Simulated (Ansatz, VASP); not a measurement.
# Ti5C in VASP and in Ansatz

INCAR

```
PREC = Accurate
ENCUT = 600
EDIFF = 1E-6
ISMEAR = 0
SIGMA = 0.1
LREAL = F
LASPH = T
NELM = 80
ALGO = Normal
ISIF = 3
LWAVE = F
LCHARG = F
GGA = PE
IBRION = 2
NSW = 100
EDIFFG = -0.01
```

The input KPOINTS:

```
Automatic mesh
0
Gamma
  10 10 10
```

POSCAR

```
Ti5C
1.0
    0.0000000000      3.6226232910      3.6226232910
    3.6226232910      0.0000000000      3.6226232910
    3.6226232910      3.6226232910      0.0000000000
Ti C
5 1
Direct
    0.3776802154      0.8669593537      0.3776802154
    0.3776802154      0.3776802154      0.3776802154
    0.8669593537      0.3776802154      0.3776802154
    0.3776802154      0.3776802154      0.8669593537
    0.7500000000      0.7500000000      0.7500000000
    0.0000000000      0.0000000000      0.0000000000
```

Input for Ansatz:

```yaml
crystal:
  lattice:
    - [0.0, 3.622623291, 3.622623291]
    - [3.622623291, 0.0, 3.622623291]
    - [3.622623291, 3.622623291, 0.0]
  atoms:
    - { symbol: Ti, position: [0.3776802154, 0.8669593537, 0.3776802154] }
    - { symbol: Ti, position: [0.3776802154, 0.3776802154, 0.3776802154] }
    - { symbol: Ti, position: [0.8669593537, 0.3776802154, 0.3776802154] }
    - { symbol: Ti, position: [0.3776802154, 0.3776802154, 0.8669593537] }
    - { symbol: Ti, position: [0.75, 0.75, 0.75] }
    - { symbol: C, position: [0.0, 0.0, 0.0] }
basis:
  ecutwfc: 420
kpoints:
  mp_grid: { grid: [10, 10, 10] }
hamiltonian:
  xc: pbe
scf:
  occupations: { method: gaussian, width: 0.1 }
output:
  forces: true
  stress: true
  eigenvalues: true
  write_density: true
  write_potential: true
  elf: true
  volumetric_format: npy
relax:
  adjacent_minimum: "off"
  f_tol: 0.01
  max_steps: 80
  cell: { stress_tol: 0.05 }
```

Alike in both runs: task relaxation of cell and atoms; functional PBE; k mesh 10 × 10 × 10; occupations gaussian, width 0.1 eV; no spin polarisation.

|  | VASP | Ansatz |
| --- | --- | --- |
| version | VASP 6.6.1 | Ansatz 0.2.0 |
| potentials or method | VASP PAW PBE potentials, release 64 (Ti_sv, C), cutoff 600 eV | scalar-relativistic, plane waves, PAW |
| valence electrons in the cell | 64 | 64 |

```tsv
	VASP	Ansatz	Ansatz less VASP
gap on the k mesh at the Fermi level, each at its own relaxed structure (eV)	none	none	-
relaxed volume (Å³/atom)	15.92	15.96	+0.039
relaxed cell length with the largest relative difference (Å)	5.131	5.135	+0.0042
```

A gap of «none» marks a metal or a gap that the smearing closes.
